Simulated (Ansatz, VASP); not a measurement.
**KZnF3 in VASP and in Ansatz**

Contents of POSCAR:

```
KZnF3
1.0
    4.0500000000     -0.0202500000      0.0000000000
   -0.0202500000      4.0500000000      0.0000000000
    0.0000000000      0.0000000000      4.0500000000
K Zn F
1 1 3
Direct
    0.0000000000      0.0000000000      0.0000000000
    0.5000000000      0.5000000000      0.5000000000
    0.5000000000      0.5000000000      0.0000000000
    0.0000000000      0.5000000000      0.5000000000
    0.5000000000      0.0000000000      0.5000000000
```

INCAR.step1

```
SYSTEM = KZnF3
  PREC = Accurate
  ENCUT = 520
  ISMEAR = 0
  SIGMA = 0.05
  LREAL = .False.
  LASPH = .True.
  NELM = 80
  NBANDS = 29
  GGA = PE
  ALGO = Normal
  EDIFF = 1E-4
  LWAVE = .True.
  LCHARG = .False.
```

The input INCAR.step2:

```
SYSTEM = KZnF3
  PREC = Accurate
  ENCUT = 520
  EDIFF = 1E-6
  ISMEAR = 0
  SIGMA = 0.05
  LREAL = .False.
  LASPH = .True.
  NELM = 80
  ALGO = Normal
  ISIF = 2
  LWAVE = .False.
  LCHARG = .True.
  METAGGA = R2SCAN
  LMIXTAU = .True.
  LELF = .True.
  LVHAR = .True.
  NBANDS = 29
  ISTART = 1
```

The input KPOINTS:

```
regular mesh
0
Gamma
  6 6 6
  0 0 0
```

Input for Ansatz:

```yaml
crystal:
  lattice:
    - [4.05, -0.02025, 0.0]
    - [-0.02025, 4.05, 0.0]
    - [0.0, 0.0, 4.05]
  atoms:
    - { symbol: K, position: [0.0, 0.0, 0.0] }
    - { symbol: Zn, position: [0.5, 0.5, 0.5] }
    - { symbol: F, position: [0.5, 0.5, 0.0] }
    - { symbol: F, position: [0.0, 0.5, 0.5] }
    - { symbol: F, position: [0.5, 0.0, 0.5] }
basis:
  ecutwfc: 500
kpoints:
  mp_grid: { grid: [6, 6, 6] }
hamiltonian:
  xc: r2scan
scf:
  occupations: { method: gaussian, width: 0.05 }
output:
  forces: true
  stress: true
  eigenvalues: true
```

Change from the starting cell: strain -0.0100 x Voigt [0, 0, 0, 0, 0, 1], atoms carried along.

Alike in both runs: task single point; functional r2SCAN; k mesh 6 × 6 × 6; occupations gaussian, width 0.05 eV; no spin polarisation.

|  | VASP | Ansatz |
| --- | --- | --- |
| version | VASP 6.6.1 | Ansatz 0.2.0 |
| potentials or method | VASP PAW PBE potentials, release 64 (K_sv, Zn, F), cutoff 520 eV | scalar-relativistic, plane waves, PAW |
| valence electrons in the cell | 42 | 42 |

|  | VASP | Ansatz | Ansatz less VASP |
| --- | --- | --- | --- |
| gap on the k mesh at the Fermi level (eV) | 4.58 | 4.63 | +0.051 |
| least direct gap on the mesh (eV) | 6.54 | 6.57 | +0.024 |
| pressure (GPa) | 0.0 | -0.2 | -0.26 |
| traceless stress, the component that is largest in VASP (GPa) | 0.38 | 0.37 | -0.009 |

VASP's potentials were made for PBE, not for r2SCAN. The functional is the same, so the differences come from potentials, cutoffs and numerics.
